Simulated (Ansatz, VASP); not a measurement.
# InSb3 in VASP and in Ansatz

```
In Sb
1.0
     3.38981    1.95711    2.79555
    -3.38981    1.95711    2.79555
     0.00000   -3.91422    2.79555
In Sb
1 3
Cartesian
  0.0000 0.0000 4.1933
  0.0000 -1.9571 1.3978
  1.6949 0.9786 1.3978
  -1.6949 0.9786 1.3978
```

Alike in both runs: functional PBE; k mesh 6 × 6 × 6; occupations gaussian, width 0.1 eV; no spin polarisation.

Ansatz relaxed the structure, and its values are those at the end. VASP's run is a single point on that final structure, the one shown.

|  | VASP | Ansatz |
| --- | --- | --- |
| version | VASP 6.6.1 | Ansatz 0.2.0 |
| potentials or method | VASP PAW PBE potentials, release 64 (In_d, Sb), cutoff 520 eV | scalar-relativistic, plane waves, PAW |
| valence electrons in the cell | 28 | 58 |

Ansatz gave:

| Property | Result |
| --- | --- |
| gap on the k mesh at the Fermi level (eV) | none |
| pressure (GPa) | 0.1 |

**Question.** Which values does VASP return?

**Answer.** gap on the k mesh at the Fermi level (eV): none; pressure (GPa): 0.0.

A gap of «none» marks a metal or a gap that the smearing closes. VASP's potentials hold 28 valence electrons a cell and Ansatz's 58, so a difference there can come from the potentials and not from the codes.

Neither program's run includes spin-orbit coupling.
